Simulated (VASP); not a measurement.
# GaN (P6_3mc) in VASP: notebook

GaN is run at these levels: r2SCAN; tasks: single point.

All numbers are computed with VASP 6.6.1; they aren't measurements. Logs are shortened: lines on timing, memory, paths and dates and some standing lists are left out, and cuts for length are marked.

## 1. The cell of the first run

The structure is hexagonal, space group P6_3mc (No. 186). The conventional cell has a = 3.228 Å, b = 3.228 Å, c = 5.243 Å, α = 90.00°, β = 90.00°, γ = 120.00°. Within 2.6 Å of Ga (site symmetry 3m) lie 4 N at 1.97 to 1.98 Å. Within 2.6 Å of N (site symmetry 3m) lie 4 Ga at 1.97 to 1.98 Å.

## 2. Single point, r2SCAN (strain +0.015 along x and y, +0.015 along z)

File POSCAR:

```
GaN
1.0
    3.2276996554      0.0000000000      0.0000000000
   -1.6138498277      2.7952698973      0.0000000000
    0.0000000000      0.0000000000      5.2434900000
Ga N
2 2
Direct
    0.3333333333      0.6666666667      0.0000000000
    0.6666666667      0.3333333333      0.5000000000
    0.3333333333      0.6666666667      0.3750000000
    0.6666666667      0.3333333333      0.8750000000
```

File INCAR.step1:

```
SYSTEM = GaN
ALGO     = Normal         ! electronic algorithm
EDIFF    = 1E-4           ! SCF threshold, eV
ENCUT    = 520            ! plane-wave cutoff, eV
GGA      = PE             ! functional
ISMEAR   = 0              ! smearing method
LASPH    = .TRUE.         ! aspherical terms in the spheres
LCHARG   = .FALSE.        ! write CHGCAR
LREAL    = .FALSE.        ! projectors in reciprocal space
LWAVE    = .TRUE.         ! write WAVECAR
NBANDS   = 26             ! bands
NELM     = 80             ! most SCF steps
PREC     = Accurate       ! precision mode
SIGMA    = 0.05           ! smearing width, eV
```

File INCAR.step2:

```
SYSTEM = GaN
ALGO     = Normal         ! electronic algorithm
EDIFF    = 1E-7           ! SCF threshold, eV
ENCUT    = 520            ! plane-wave cutoff, eV
ISIF     = 2              ! what is computed and relaxed
ISMEAR   = 0              ! smearing method
ISTART   = 1            
LASPH    = .TRUE.         ! aspherical terms in the spheres
LCHARG   = .FALSE.        ! write CHGCAR
LMIXTAU  = .TRUE.       
LREAL    = .FALSE.        ! projectors in reciprocal space
LWAVE    = .FALSE.        ! write WAVECAR
METAGGA  = R2SCAN         ! meta-GGA
NBANDS   = 26             ! bands
NELM     = 80             ! most SCF steps
PREC     = Accurate       ! precision mode
SIGMA    = 0.05           ! smearing width, eV
```

File KPOINTS:

```
k-points
0
G
  12 12 6
  0 0 0
```

Potentials or basis: VASP PAW PBE potentials, release 64 (Ga_d, N).

On the command line:

```
> cat potpaw_PBE.64/Ga_d/POTCAR potpaw_PBE.64/N/POTCAR > POTCAR
> cp INCAR.step1 INCAR
> mpirun -np 1 vasp_std > vasp.out
> cp INCAR.step2 INCAR
> mpirun -np 1 vasp_std > vasp.out
```

OUTCAR:

```text
SYSTEM = GaN
   EDIFF = 1E-7
   ENCUT = 520
   ISIF = 2
   ISMEAR = 0
   ISTART = 1
   LASPH = .TRUE.
   LREAL = .FALSE.
   METAGGA = R2SCAN
   NELM = 80
   PREC = Accurate

 ion  position               nearest neighbor table
   1  0.333  0.667  0.000-   3 1.97   4 1.98   4 1.98   4 1.98
   2  0.667  0.333  0.500-   4 1.97   3 1.98   3 1.98   3 1.98
   3  0.333  0.667  0.375-   1 1.97   2 1.98   2 1.98   2 1.98
   4  0.667  0.333  0.875-   2 1.97   1 1.98   1 1.98   1 1.98

  LATTYP: Found a hexagonal cell.
 ALAT       =     3.2276996554
 C/A-ratio  =     1.6245284753

  Lattice vectors:

 A1 = (   3.2276996554,   0.0000000000,   0.0000000000)
 A2 = (  -1.6138498277,   2.7952698973,   0.0000000000)
 A3 = (   0.0000000000,   0.0000000000,   5.2434900000)

Analysis of symmetry for initial positions (statically):
=====================================================================
 Subroutine PRICEL returns:
 Original cell was already a primitive cell.

 Routine SETGRP: Setting up the symmetry group for a
 hexagonal supercell.

 Subroutine GETGRP returns: Found 12 space group operations
 (whereof  6 operations were pure point group operations)
 out of a pool of 24 trial point group operations.

The static configuration has the point symmetry C_3v.
 The point group associated with its full space group is C_6v.

Analysis of symmetry for dynamics (positions and initial velocities):
=====================================================================
 Subroutine PRICEL returns:
 Original cell was already a primitive cell.

 Routine SETGRP: Setting up the symmetry group for a
 hexagonal supercell.

 Subroutine GETGRP returns: Found 12 space group operations
 (whereof  6 operations were pure point group operations)
 out of a pool of 24 trial point group operations.

The dynamic configuration has the point symmetry C_3v.
 The point group associated with its full space group is C_6v.

 Subroutine INISYM returns: Found 12 space group operations
 (whereof  6 operations are pure point group operations),
 and found     1 'primitive' translations

----------------------------------------------------------------------------------------

                                     Primitive cell

  volume of cell :      47.3083

  direct lattice vectors                    reciprocal lattice vectors
     3.227699655  0.000000000  0.000000000     0.309818170  0.178873604  0.000000000
    -1.613849828  2.795269897  0.000000000     0.000000000  0.357747208  0.000000000
     0.000000000  0.000000000  5.243490000     0.000000000  0.000000000  0.190712674

  length of vectors
     3.227699655  3.227699655  5.243490000     0.357747208  0.357747208  0.190712674

  position of ions in fractional coordinates (direct lattice)
     0.333333333  0.666666667  0.000000000
     0.666666667  0.333333333  0.500000000
     0.333333333  0.666666667  0.375000000
     0.666666667  0.333333333  0.875000000

  ion indices of the primitive-cell ions
   primitive index   ion index
                 1           1
                 2           2
                 3           3
                 4           4

----------------------------------------------------------------------------------------

 KPOINTS: k-points

Automatic generation of k-mesh.
 Grid dimensions read from file:
 generate k-points for:   12   12    6

 Generating k-lattice:

  Cartesian coordinates                     Fractional coordinates (reciprocal lattice)
     0.025818181  0.014906134  0.000000000     0.083333333  0.000000000  0.000000000
     0.000000000  0.029812267  0.000000000     0.000000000  0.083333333  0.000000000
     0.000000000  0.000000000  0.031785446     0.000000000  0.000000000  0.166666667

  Length of vectors
     0.029812267  0.029812267  0.031785446

  Shift w.r.t. Gamma in fractional coordinates (k-lattice)
     0.000000000  0.000000000  0.000000000

 Subroutine IBZKPT returns following result:
 ===========================================

 Found     76 irreducible k-points:

 Following reciprocal coordinates:
            Coordinates               Weight
  0.000000  0.000000  0.000000      1.000000
  0.083333 -0.000000  0.000000      6.000000
  0.166667  0.000000  0.000000      6.000000
  0.250000  0.000000  0.000000      6.000000
  0.333333  0.000000  0.000000      6.000000
  0.416667  0.000000  0.000000      6.000000
[... 16 lines left out ...]
  0.250000  0.000000  0.166667     12.000000
  0.333333  0.000000  0.166667     12.000000
 [... further k-points ...]
   k-points           NKPTS =     76   k-points in BZ     NKDIM =     76   number of bands    NBANDS=     26
   number of dos      NEDOS =    301   number of ions     NIONS =      4
   total plane-waves  NPLWV =  23040
   dimension x,y,z NGX =    24 NGY =   24 NGZ =   40
   dimension x,y,z NGXF=    48 NGYF=   48 NGZF=   80
   ions per type =               2   2
   NGX,Y,Z   is equivalent  to a cutoff of  12.36, 12.36, 12.68 a.u.
   NGXF,Y,Z  is equivalent  to a cutoff of  24.72, 24.72, 25.36 a.u.
 SYSTEM =  GaN
   PREC   = accura    normal or accurate (medium, high low for compatibility)
   ISTART =      1    job   : 0-new  1-cont  2-samecut
   ICHARG =      0    charge: 1-file 2-atom 10-const
   ISPIN  =      1    spin polarized calculation?
   LNONCOLLINEAR =      F non collinear calculations
   LSORBIT =      F    spin-orbit coupling
   LASPH  =      T    aspherical Exc in radial PAW
   ENCUT  =  520.0 eV  38.22 Ry    6.18 a.u.   6.00  6.00  9.75*2*pi/ulx,y,z
   NELM   =     80;   NELMIN=  2; NELMDL=  0     # of ELM steps
   EDIFF  = 0.1E-06   stopping-criterion for ELM
   LREAL  =      F    real-space projection
   EDIFFG = 0.1E-05   stopping-criterion for IOM
   NSW    =      0    number of steps for IOM
   IBRION =     -1    ionic relax: 0-MD 1-quasi-New 2-CG
   NFREE  =      0    steps in history (QN), initial steepest desc. (CG)
   ISIF   =      2    stress and relaxation
   ISYM   =      2    0-nonsym 1-usesym 2-fastsym
   POTIM  = 0.5000    time-step for ionic-motion
   TEBEG  =    0.0;   TEEND  =   0.0 temperature during run
   PSTRESS=    0.0 pullay stress
   NELECT =      36.0000    total number of electrons
   NUPDOWN=      -1.0000    fix difference up-down
   EMIN   =  10.00;   EMAX   =-10.00  energy-range for DOS
   EFERMI =   0.00;   METHOD = LEGACY
   ISMEAR =     0;   SIGMA  =   0.05  broadening in eV -4-tet -1-fermi 0-gaus
   EFERMI_NEDOS =   21; number of points for ismear=-14 and -15
   IALGO  =     38    algorithm
   IMIX   =      4    mixing-type and parameters
     AMIX     =   0.40;   BMIX     =  1.00
     AMIX_MAG =   1.60;   BMIX_MAG =  1.00
  volume/ion in A,a.u.               =      11.83        79.81
  Fermi-wavevector in a.u.,A,eV,Ry     =   1.494617  2.824416 30.393779  2.233880
  Thomas-Fermi vector in A             =   2.606867
   LORBIT       =      0    0 simple, 1 ext, 2 COOP (PROOUT), +10 PAW based schemes
   METAGGA = R2SCAN    functional components
   LHFCALC =     F    Hartree Fock is set to
   AEXX    =    0.0000 exact exchange contribution
   IVDW    =     0    specifies the selected vdW correction
   LEPSILON=     F    determine dielectric tensor
   LRPA    =     F    only Hartree local field effects (RPA)
 non-spin polarized calculation
 Gauss-broadening in eV      SIGMA  =   0.05
  energy-cutoff  :      520.00
  volume of cell :       47.31
 maximum number of plane-waves:      1302
   NGX = 13   NGY = 13   NGZ = 19

 number of electron      35.9999956 magnetization

 Free energy of the ion-electron system (eV)
  ---------------------------------------------------
  ext. energy  EPLUGINS =         0.00000000
  ---------------------------------------------------
  free energy    TOTEN  =       -43.79071358 eV

  energy without entropy =      -43.79071358  energy(sigma->0) =      -43.79071358

 E-fermi :   4.8866     XC(G=0): -12.4336

 val. band max:        4.6894068770   @ k =   0.0000   0.0000   0.0000
 cond. band min:       6.7543182244   @ k =   0.0000   0.0000   0.0000
 fundamental gap:      2.0649113474
 Fermi energy:         4.8866422420

 k-point     1 :       0.0000    0.0000    0.0000
  band No.  band energies     occupation
      1     -11.7972      2.00000
      2     -10.9051      2.00000
      3      -9.1296      2.00000
      4      -9.1093      2.00000
      5      -9.1093      2.00000
      6      -9.0474      2.00000
[... 18 lines left out ...]
     25      16.8642      0.00000
     26      16.8643      0.00000

 k-point     2 :       0.0833   -0.0000    0.0000
  band No.  band energies     occupation
      1     -11.7335      2.00000
      2     -10.8882      2.00000
      3      -9.1216      2.00000
      4      -9.1001      2.00000
      5      -9.0868      2.00000
      6      -9.0397      2.00000
[... 18 lines left out ...]
     25      16.5178      0.00000
     26      17.0195      0.00000

 k-point     3 :       0.1667    0.0000    0.0000
  band No.  band energies     occupation
      1     -11.5599      2.00000
      2     -10.8461      2.00000
      3      -9.0982      2.00000
      4      -9.0775      2.00000
      5      -9.0291      2.00000
      6      -9.0005      2.00000
[... 18 lines left out ...]
     25      16.5808      0.00000
     26      17.3866      0.00000

 k-point     4 :       0.2500    0.0000    0.0000
  band No.  band energies     occupation
      1     -11.3287      2.00000
      2     -10.7984      2.00000
      3      -9.0733      2.00000
      4      -9.0541      2.00000
      5      -8.9885      2.00000
      6      -8.9540      2.00000
[... 18 lines left out ...]
     25      16.6601      0.00000
     26      17.8905      0.00000
[... 496 lines left out ...]
      1     -11.4939      2.00000
      2     -10.8705      2.00000
      3      -9.0931      2.00000
      4      -9.0738      2.00000
      5      -9.0312      2.00000
      6      -9.0071      2.00000
[... 18 lines left out ...]
     25      16.1759      0.00000
     26      17.1742      0.00000

 k-point    23 :       0.2500    0.0000    0.1667
  band No.  band energies     occupation
      1     -11.2753      2.00000
      2     -10.8140      2.00000
      3      -9.0723      2.00000
      4      -9.0478      2.00000
      5      -8.9989      2.00000
      6      -8.9610      2.00000
[... 18 lines left out ...]
     25      16.3263      0.00000
     26      17.7211      0.00000

 k-point    24 :       0.3333    0.0000    0.1667
  band No.  band energies     occupation
      1     -11.0750      2.00000
      2     -10.7705      2.00000
      3      -9.0602      2.00000
      4      -9.0314      2.00000
      5      -8.9713      2.00000
      6      -8.9168      2.00000
[... 18 lines left out ...]
     25      16.5896      0.00000
     26      18.3345      0.00000

 [... further k-points ...]

------------------------ aborting loop because EDIFF is reached ----------------------------------------

  FORCE on cell =-STRESS in cart. coord.  units (eV):
  Direction    XX          YY          ZZ          XY          YZ          ZX
  --------------------------------------------------------------------------------------
  -------------------------------------------------------------------------------------
  Total       -1.9701110     -1.9701110     -1.4619284     -0.0000000      0.0000000      0.0000000
  in kB      -66.7212202    -66.7212202    -49.5107349     -0.0000000      0.0000000      0.0000000
  external PRESSURE =     -60.9843918 kB  Pullay stress =       0.0000000 kB

 VOLUME and BASIS-vectors are now :
 -----------------------------------------------------------------------------
  energy-cutoff  :      520.00
  volume of cell :       47.31
      direct lattice vectors                 reciprocal lattice vectors
     3.227699655  0.000000000  0.000000000     0.309818170  0.178873604  0.000000000
    -1.613849828  2.795269897  0.000000000     0.000000000  0.357747208  0.000000000
     0.000000000  0.000000000  5.243490000     0.000000000  0.000000000  0.190712674

 POSITION                                       TOTAL-FORCE (eV/Angst)
 -----------------------------------------------------------------------------------
     -0.00000      1.86351      0.00000         0.000000     -0.000000     -0.123378
      1.61385      0.93176      2.62175        -0.000000      0.000000     -0.123378
     -0.00000      1.86351      1.96631         0.000000      0.000000      0.123378
      1.61385      0.93176      4.58805         0.000000      0.000000      0.123378
 -----------------------------------------------------------------------------------
    total drift:                                0.000002      0.000003      0.042119

  FREE ENERGIE OF THE ION-ELECTRON SYSTEM (eV)
  ---------------------------------------------------
  free  energy   TOTEN  =       -43.7907135841 eV

  energy  without entropy=      -43.7907135841  energy(sigma->0) =      -43.79071358
```

It took 1.7 min on 1 thread of Intel Xeon 6975P-C (Granite Rapids), shared host; peak memory 0.21 GiB.

What came out:

| Item | Value |
| --- | --- |
| Free energy | -43.7907 eV |
| Pressure | -6.1 GPa |
| Largest force | 0.123 eV/Å |
| Band gap on the k mesh | 2.06 eV |

Forces in eV/Å, atoms in the order of the input:
```
Ga   0.000  0.000 -0.123
Ga   0.000  0.000 -0.123
N    0.000  0.000  0.123
N    0.000  0.000  0.123
```

Caveat: the cell differs from its parent crystal (strain +0.015 along x and y, +0.015 along z); the cell stands under tension; the PAW data sets were made with another functional, which shifts forces and pressure a little.

## 3. Single point, r2SCAN (strain +0.030 along x and y, +0.000 along z)

File POSCAR:

```
GaN
1.0
    3.2753996503      0.0000000000      0.0000000000
   -1.6376998252      2.8365793047      0.0000000000
    0.0000000000      0.0000000000      5.1660000000
Ga N
2 2
Direct
    0.3333333333      0.6666666667      0.0000000000
    0.6666666667      0.3333333333      0.5000000000
    0.3333333333      0.6666666667      0.3750000000
    0.6666666667      0.3333333333      0.8750000000
```

File INCAR.step1:

```
PREC = Accurate
ENCUT = 520
ISMEAR = 0
SIGMA = 0.05
LREAL = False
LASPH = True
NELM = 100
NBANDS = 26
GGA = PE
ALGO = Normal
EDIFF = 1E-4
LWAVE = True
LCHARG = False
```

File INCAR.step2:

```
PREC = Accurate
ENCUT = 520
EDIFF = 1E-6
ISMEAR = 0
SIGMA = 0.05
LREAL = False
LASPH = True
NELM = 100
ALGO = Normal
ISIF = 2
LWAVE = False
LCHARG = False
METAGGA = R2SCAN
LMIXTAU = True
NBANDS = 26
ISTART = 1
```

File KPOINTS:

```
Automatic mesh
0
Gamma
  12 12 6
```

Potentials or basis: VASP PAW PBE potentials, release 64 (Ga_d, N).

On the command line:

```
> cat potpaw_PBE.64/Ga_d/POTCAR potpaw_PBE.64/N/POTCAR > POTCAR
> cp INCAR.step1 INCAR
> mpirun -np 1 vasp_std > vasp.out
> cp INCAR.step2 INCAR
> mpirun -np 1 vasp_std > vasp.out
```

It took 1.7 min on 1 thread of Intel Xeon 6975P-C (Granite Rapids), shared host; peak memory 0.21 GiB.

Results (log left out):

- Free energy: -43.7192 eV
- Pressure: -8.2 GPa
- Largest force: 0.398 eV/Å
- Band gap on the k mesh: 1.99 eV

Forces in eV/Å, atoms in the order of the input:
```
Ga   0.000  0.000 -0.398
Ga   0.000  0.000 -0.398
N    0.000  0.000  0.398
N    0.000  0.000  0.398
```

Stress tensor (GPa, compression positive):
```
-12.28   0.00   0.00
  0.00 -12.28   0.00
  0.00   0.00  -0.08
```

Levels at points of the mesh, in eV from the valence-band top:
```
           k point  band 16  band 17  band 18  band 19  band 20  band 21
(0.00, 0.00, 0.00)    -0.02    -0.02     0.00     1.99     4.18     9.85
(0.50, 0.00, 0.00)    -2.77    -2.15    -0.90     5.20     5.79     6.60
(0.00, 0.00, 0.50)    -0.60    -0.60    -0.60     4.30     4.30     9.06
(0.50, 0.00, 0.50)    -1.91    -1.76    -1.76     4.75     4.75     8.16
```

Caveat: the cell differs from its parent crystal (strain +0.030 along x and y, +0.000 along z); the cell stands under tension; the PAW data sets were made with another functional, which shifts forces and pressure a little.

## 4. Single point, r2SCAN (strain +0.015 along x and y, +0.030 along z)

File POSCAR:

```
GaN
1.0
    3.2276996554      0.0000000000      0.0000000000
   -1.6138498277      2.7952698973      0.0000000000
    0.0000000000      0.0000000000      5.3209800000
Ga N
2 2
Direct
    0.3333333333      0.6666666667      0.0000000000
    0.6666666667      0.3333333333      0.5000000000
    0.3333333333      0.6666666667      0.3750000000
    0.6666666667      0.3333333333      0.8750000000
```

File INCAR.step1:

```
SYSTEM = GaN
  ALGO = Normal
  EDIFF = 1E-4
  ENCUT = 520
  GGA = PE
  ISMEAR = 0
  LASPH = .TRUE.
  LCHARG = .FALSE.
  LREAL = .FALSE.
  LWAVE = .TRUE.
  NBANDS = 26
  NELM = 60
  PREC = Accurate
  SIGMA = 0.05
```

File INCAR.step2:

```
SYSTEM = GaN
  ALGO = Normal
  EDIFF = 1E-6
  ENCUT = 520
  ISIF = 2
  ISMEAR = 0
  ISTART = 1
  LASPH = .TRUE.
  LCHARG = .FALSE.
  LMIXTAU = .TRUE.
  LREAL = .FALSE.
  LWAVE = .FALSE.
  METAGGA = R2SCAN
  NBANDS = 26
  NELM = 60
  PREC = Accurate
  SIGMA = 0.05
```

File KPOINTS:

```
k-points
0
G
  12 12 6
  0 0 0
```

On the command line:

```
> cat potpaw_PBE.64/Ga_d/POTCAR potpaw_PBE.64/N/POTCAR > POTCAR
> cp INCAR.step1 INCAR
> mpirun -np 1 vasp_std > vasp.out
> cp INCAR.step2 INCAR
> mpirun -np 1 vasp_std > vasp.out
```

Run time: 93 s. Hardware: 1 thread of Intel Xeon 6975P-C (Granite Rapids), shared host; peak memory 0.22 GiB.

The run converged. Its results:

```yaml
Free_energy: -43.7566 eV
Pressure: -8.5 GPa
Largest_force: 0.019 eV/Å
Band_gap_on_the_k_mesh: 1.92 eV
```

Forces in eV/Å, atoms in the order of the input:
```
Ga   0.000  0.000 -0.019
Ga   0.000  0.000 -0.019
N    0.000  0.000  0.019
N    0.000  0.000  0.019
```

Stress tensor (GPa, compression positive):
```
 -7.35   0.00   0.00
  0.00  -7.35   0.00
  0.00   0.00 -10.77
```

Levels at points of the mesh, in eV from the valence-band top:
```csv
k point,band 15,band 16,band 17,band 18,band 19,band 20,band 21,band 22
"(0.00, 0.00, 0.00)",-0.97,-0.10,0.00,0.00,1.92,4.56,9.51,10.35
"(0.50, 0.00, 0.00)",-4.09,-2.62,-2.13,-0.98,5.47,5.74,6.28,8.81
"(0.00, 0.00, 0.50)",-0.50,-0.50,-0.50,-0.50,4.42,4.42,8.80,8.80
"(0.50, 0.00, 0.50)",-1.92,-1.92,-1.86,-1.86,4.64,4.64,8.03,8.03
```

Caveat: the cell differs from its parent crystal (strain +0.015 along x and y, +0.030 along z); the cell stands under tension; the PAW data sets were made with another functional, which shifts forces and pressure a little.

(Continued in part 2 of 3.)
